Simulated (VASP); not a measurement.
Write the native input for VASP 6.6.1 that does the following.

- Task: single point
- Functional: PBEsol
- Potentials or basis: VASP PAW PBE potentials, release 64 (Hf_pv, N)
- Cutoff: 520 eV
- k mesh: 2 × 2 × 4
- Occupations: gaussian, width 0.1 eV
- Spin: no spin polarisation
- Dipole correction: no
- Further INCAR settings: ALGO = Normal; EDIFF = 1e-06; NBANDS = 34

The structure of Hf2N lies in POSCAR:

```
Hf2N
1.0
    5.2800339619      0.0000000000      0.0000000000
    0.0000000000      5.2800339619      0.0000000000
    0.0000000000      0.0000000000      3.2385115199
Hf N
4 2
Direct
    0.2939419920      0.2939419920      0.0000000000
    0.7060580080      0.7060580080      0.0000000000
    0.7939419920      0.2060580080      0.5000000000
    0.2060580080      0.7939419920      0.5000000000
    0.0000000000      0.0000000000      0.0000000000
    0.5000000000      0.5000000000      0.5000000000
```

These files were run (other wordings do the same):

INCAR

```
SYSTEM = Hf2N
PREC = Accurate
ENCUT = 520
EDIFF = 1E-6
ISMEAR = 0
SIGMA = 0.1
LREAL = .FALSE.
LASPH = .TRUE.
NELM = 60
ALGO = Normal
ISIF = 2
LWAVE = .FALSE.
LCHARG = .TRUE.
GGA = PS
LELF = .TRUE.
LVHAR = .TRUE.
NBANDS = 34
```

KPOINTS

```
Automatic mesh
0
G
  2 2 4
  0 0 0
```

Potentials or basis: VASP PAW PBE potentials, release 64 (Hf_pv, N).

Command:

```console
$ cat potpaw_PBE.64/Hf_pv/POTCAR potpaw_PBE.64/N/POTCAR > POTCAR
$ mpirun -np 1 vasp_std > vasp.out
```

It gave:

| Quantity | Value |
| --- | --- |
| Pressure | -1.0 GPa |
| Largest force | 0.006 eV/Å |
| Band gap on the k mesh | zero (band 25 reaches 7.33 eV, above the bottom of band 26 at 4.66 eV) |

Caveat: the k points lie up to 0.59 Å⁻¹ apart; the PAW data sets were made with another functional, which shifts forces and pressure a little; spin-orbit coupling is left out, which moves the levels of the heavy elements.

Run time: 18 s on 1 thread of AMD EPYC 9R45 96-Core Processor (Zen 5), with other jobs on the host, peak memory 0.16 GiB.
